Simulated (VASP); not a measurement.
# Co (P6_3/mmc) in VASP: a series of runs

Co is run at these levels: PBE; tasks: single point.

Everything below comes from runs of VASP 6.6.1. Logs are shortened: lines on timing, memory, paths and dates and some standing lists are left out, and cuts for length are marked.

### 1 The cell of the first run

The structure is hexagonal, space group P6_3/mmc (No. 194). The conventional cell has a = 2.472 Å, b = 2.472 Å, c = 4.021 Å, α = 90.00°, β = 90.00°, γ = 120.00°. Co (site symmetry -6m2) has 12 Co at 2.47 Å within 3.3 Å.

### 2 Single point, PBE, collinear spin, ferromagnetic start

INCAR

```
PREC     = Accurate       # precision mode
ENCUT    = 690            # plane-wave cutoff, eV
EDIFF    = 1E-6           # SCF threshold, eV
ISMEAR   = 1              # smearing method
SIGMA    = 0.05           # smearing width, eV
LREAL    = False          # projectors in reciprocal space
LASPH    = True           # aspherical terms in the spheres
NELM     = 200            # most SCF steps
ALGO     = Normal         # electronic algorithm
ISIF     = 2              # what is computed and relaxed
LWAVE    = False          # write WAVECAR
LCHARG   = False          # write CHGCAR
ISPIN    = 2              # spin polarisation
MAGMOM   = 2 2            # initial moments
LORBIT   = 11             # projections on sites
LMAXMIX  = 4              # l up to which the mixer works
GGA      = PE             # functional
NBANDS   = 28             # bands
GGA_COMPAT= False
```

KPOINTS

```
Automatic mesh
0
Gamma
  10 10 6
```

POSCAR

```
Co
1.0
    2.4719999032      0.0000000000      0.0000000000
   -1.2359999516      2.1408147143      0.0000000000
    0.0000000000      0.0000000000      4.0211440800
Co
2
Direct
    0.6666666667      0.3333333333      0.7500000000
    0.3333333333      0.6666666667      0.2500000000
```

Potentials or basis: VASP PAW PBE potentials, release 64 (Co_sv).

Started as:

```
$ cat potpaw_PBE.64/Co_sv/POTCAR > POTCAR
$ mpirun -np 1 vasp_std > vasp.out
```

OUTCAR:

```text
PREC = Accurate
   ENCUT = 690
   EDIFF = 1E-6
   ISMEAR = 1
   LREAL = False
   LASPH = True
   NELM = 200
   ISIF = 2
   ISPIN = 2
   LORBIT = 11
   GGA = PE

 ion  position               nearest neighbor table
   1  0.667  0.333  0.750-   2 2.47   2 2.47   2 2.47   2 2.47   2 2.47   2 2.47
   2  0.333  0.667  0.250-   1 2.47   1 2.47   1 2.47   1 2.47   1 2.47   1 2.47

  LATTYP: Found a hexagonal cell.
 ALAT       =     2.4719999032
 C/A-ratio  =     1.6266764715

  Lattice vectors:

 A1 = (   2.4719999032,   0.0000000000,   0.0000000000)
 A2 = (  -1.2359999516,   2.1408147143,   0.0000000000)
 A3 = (   0.0000000000,   0.0000000000,   4.0211440800)

Analysis of symmetry for initial positions (statically):
=====================================================================
 Subroutine PRICEL returns:
 Original cell was already a primitive cell.

 Routine SETGRP: Setting up the symmetry group for a
 hexagonal supercell.

 Subroutine GETGRP returns: Found 24 space group operations
 (whereof 12 operations were pure point group operations)
 out of a pool of 24 trial point group operations.

The static configuration has the point symmetry D_3d.
 The point group associated with its full space group is D_6h.

Analysis of symmetry for dynamics (positions and initial velocities):
=====================================================================
 Subroutine PRICEL returns:
 Original cell was already a primitive cell.

 Routine SETGRP: Setting up the symmetry group for a
 hexagonal supercell.

 Subroutine GETGRP returns: Found 24 space group operations
 (whereof 12 operations were pure point group operations)
 out of a pool of 24 trial point group operations.

The dynamic configuration has the point symmetry D_3d.
 The point group associated with its full space group is D_6h.

Analysis of structural, dynamic, and magnetic symmetry:
=====================================================================
 Subroutine PRICEL returns:
 Original cell was already a primitive cell.

 Routine SETGRP: Setting up the symmetry group for a
 hexagonal supercell.

 Subroutine GETGRP returns: Found 24 space group operations
 (whereof 12 operations were pure point group operations)
 out of a pool of 24 trial point group operations.

The overall configuration has the point symmetry D_3d.
 The point group associated with its full space group is D_6h.

 Subroutine INISYM returns: Found 24 space group operations
 (whereof 12 operations are pure point group operations),
 and found     1 'primitive' translations

----------------------------------------------------------------------------------------
[... 118 lines left out ...]
   GGA     = PE    functional components
   LHFCALC =     F    Hartree Fock is set to
   AEXX    =    0.0000 exact exchange contribution
   IVDW    =     0    specifies the selected vdW correction
   LEPSILON=     F    determine dielectric tensor
   LRPA    =     F    only Hartree local field effects (RPA)
 spin polarized calculation
 Methfessel and Paxton  Order N= 1 SIGMA  =   0.05
  energy-cutoff  :      690.00
  volume of cell :       21.28
 maximum number of plane-waves:       889
 NGX is ok and might be reduce to    24
   NGX = 11   NGY = 11   NGZ = 17

 number of electron      34.0000034 magnetization       3.3109176

 Free energy of the ion-electron system (eV)
  ---------------------------------------------------
  ext. energy  EPLUGINS =         0.00000000
  ---------------------------------------------------
  free energy    TOTEN  =       -14.23917749 eV

  energy without entropy =      -14.23853057  energy(sigma->0) =      -14.23896185

 E-fermi :  12.3106     XC(G=0): -14.0278

 val. band max:       12.3047064293   @ k =   0.1000   0.0000   0.1667
 cond. band min:      12.3279563312   @ k =   0.2000   0.1000   0.3333
 fundamental gap:      0.0232499019
 Fermi energy:        12.3106424727

 spin component 1

 k-point     1 :       0.0000    0.0000    0.0000
  band No.  band energies     occupation
      1     -83.7994      1.00000
      2     -83.7393      1.00000
      3     -47.1953      1.00000
      4     -46.8978      1.00000
      5     -46.8978      1.00000
      6     -46.8494      1.00000
[... 733 lines left out ...]
     27      36.6778      0.00000
     28      37.1447      0.00000

 [... further k-points ...]

 spin component 2

 k-point     1 :       0.0000    0.0000    0.0000
  band No.  band energies     occupation
      1     -81.6904      1.00000
      2     -81.6258      1.00000
      3     -45.1646      1.00000
      4     -44.8329      1.00000
      5     -44.8329      1.00000
      6     -44.7873      1.00000
[... 733 lines left out ...]
     27      36.8495      0.00000
     28      37.5267      0.00000

 [... further k-points ...]

------------------------ aborting loop because EDIFF is reached ----------------------------------------

  FORCE on cell =-STRESS in cart. coord.  units (eV):
  Direction    XX          YY          ZZ          XY          YZ          ZX
  --------------------------------------------------------------------------------------
  -------------------------------------------------------------------------------------
  Total        0.6245043      0.6245043      0.2921705      0.0000000      0.0000000      0.0000000
  in kB       47.0185069     47.0185069     21.9973188      0.0000000      0.0000000      0.0000000
  external PRESSURE =      38.6781109 kB  Pullay stress =       0.0000000 kB

 VOLUME and BASIS-vectors are now :
 -----------------------------------------------------------------------------
  energy-cutoff  :      690.00
  volume of cell :       21.28
      direct lattice vectors                 reciprocal lattice vectors
     2.471999903  0.000000000  0.000000000     0.404530760  0.233555943  0.000000000
    -1.235999952  2.140814714  0.000000000     0.000000000  0.467111887  0.000000000
     0.000000000  0.000000000  4.021144080     0.000000000  0.000000000  0.248685444

 POSITION                                       TOTAL-FORCE (eV/Angst)
 -----------------------------------------------------------------------------------
      1.23600      0.71360      3.01586        -0.000000      0.000000      0.000000
     -0.00000      1.42721      1.00529         0.000000     -0.000000      0.000000
 -----------------------------------------------------------------------------------
    total drift:                               -0.000000      0.000000     -0.000000

  FREE ENERGIE OF THE ION-ELECTRON SYSTEM (eV)
  ---------------------------------------------------
  free  energy   TOTEN  =       -14.2391774942 eV

  energy  without entropy=      -14.2385305741  energy(sigma->0) =      -14.23896185

 total charge

# of ion       s       p       d       tot
------------------------------------------
    1        2.251   6.126   6.694  15.071
    2        2.251   6.126   6.694  15.071
--------------------------------------------------
tot          4.502  12.252  13.388  30.142

 magnetization (x)

# of ion       s       p       d       tot
------------------------------------------
    1       -0.004  -0.013   1.736   1.719
    2       -0.004  -0.013   1.736   1.719
--------------------------------------------------
tot         -0.007  -0.026   3.472   3.439
```

OSZICAR:

```text
N       E                     dE             d eps       ncg     rms          rms(c)
DAV:   1     0.650937622036E+03    0.65094E+03   -0.22842E+04  8300   0.441E+03
DAV:   2     0.330408316334E+02   -0.61790E+03   -0.59058E+03  9348   0.979E+02
DAV:   3    -0.157793076421E+02   -0.48820E+02   -0.47602E+02  9360   0.275E+02
DAV:   4    -0.165093158519E+02   -0.73001E+00   -0.72932E+00  9212   0.312E+01
DAV:   5    -0.165425057117E+02   -0.33190E-01   -0.33189E-01  8476   0.690E+00    0.173E+01
DAV:   6    -0.148549388195E+02    0.16876E+01   -0.11155E+01  7688   0.961E+01    0.154E+01
DAV:   7    -0.142557768811E+02    0.59916E+00   -0.20577E+00  7864   0.399E+01    0.524E+00
DAV:   8    -0.142489266722E+02    0.68502E-02   -0.53305E-02  9792   0.394E+00    0.200E+00
DAV:   9    -0.142393215545E+02    0.96051E-02   -0.53691E-03  9680   0.173E+00    0.615E-01
DAV:  10    -0.142390881991E+02    0.23336E-03   -0.13700E-03  8996   0.968E-01    0.160E-01
DAV:  11    -0.142391709270E+02   -0.82728E-04   -0.17904E-04  9920   0.330E-01    0.393E-02
DAV:  12    -0.142391777307E+02   -0.68037E-05   -0.17495E-05  7560   0.679E-02    0.186E-02
DAV:  13    -0.142391774942E+02    0.23651E-06   -0.23559E-06  5592   0.212E-02
   1 F= -.14239177E+02 E0= -.14238962E+02  d E =-.646920E-03  mag=     3.3112
```

stdout:

```text
POSCAR found type information on POSCAR Co
 POSCAR found :  1 types and       2 ions
 scaLAPACK will be used
 LDA part: xc-table for (Slater+PW92), standard interpolation
 POSCAR, INCAR and KPOINTS ok, starting setup
 FFT: planning ... GRIDC
 FFT: planning ... GRID_SOFT
 FFT: planning ... GRID
 WAVECAR not read
 entering main loop
```

It took 68 s on 1 thread of AMD EPYC 9R45 (Zen 5), shared host; peak memory 0.17 GiB.

Results:

- Free energy: -14.2392 eV
- Pressure: 3.9 GPa
- Net moment: 3.31 μB per cell
- Site moments: Co +1.72 μB
- Valence electrons inside the program's atomic spheres: Co 15.07

Caveat: the cell stands under pressure.

### 3 Single point, PBE, collinear spin, ferromagnetic start

INCAR

```
SYSTEM = Co
  PREC = Accurate
  ENCUT = 690
  EDIFF = 1E-6
  ISMEAR = 0
  SIGMA = 0.016
  LREAL = .False.
  LASPH = .True.
  NELM = 200
  ALGO = Normal
  ISIF = 2
  LWAVE = .False.
  LCHARG = .False.
  ISPIN = 2
  MAGMOM = 2 2
  LORBIT = 11
  LMAXMIX = 4
  GGA = PE
  NBANDS = 28
  GGA_COMPAT = .False.
```

KPOINTS

```
regular mesh
0
Gamma
  12 12 7
  0 0 0
```

POSCAR is that of step 2.

Potentials or basis: VASP PAW PBE potentials, release 64 (Co_sv).

Started as:

```
$ cat potpaw_PBE.64/Co_sv/POTCAR > POTCAR
$ mpirun -np 1 vasp_std > vasp.out
```

Run time: 75 s. Hardware: 1 thread of Intel Xeon Platinum 8488C (Sapphire Rapids), shared host; peak memory 0.23 GiB.

The run converged. Its results:

```
Free energy                                           : -14.2338 eV
Pressure                                              : 3.4 GPa
Net moment                                            : 3.22 μB per cell
Site moments                                          : Co +1.68 μB
Valence electrons inside the program's atomic spheres : Co 15.07
```

Stress tensor (GPa, compression positive):
```
4.53 0.00 0.00
0.00 4.53 0.00
0.00 0.00 1.13
```

Levels at points of the mesh, in eV from the Fermi level:
Spin up:
```csv
k point,band 16,band 17,band 18,band 19,band 20,band 21,band 22,band 23
"(0.00, 0.00, 0.00)",-1.91,-1.91,-0.79,-0.79,-0.23,6.41,22.07,24.82
"(0.50, 0.00, 0.00)",-0.64,-0.57,-0.49,1.34,3.40,9.74,10.41,12.82
```
Spin down:
```csv
k point,band 13,band 14,band 15,band 16,band 17,band 18
"(0.00, 0.00, 0.00)",-0.97,-0.60,-0.60,-0.30,-0.14,-0.14
"(0.50, 0.00, 0.00)",-1.12,-1.09,-0.65,1.26,1.36,1.43
```

Caveat: the cell stands under pressure.
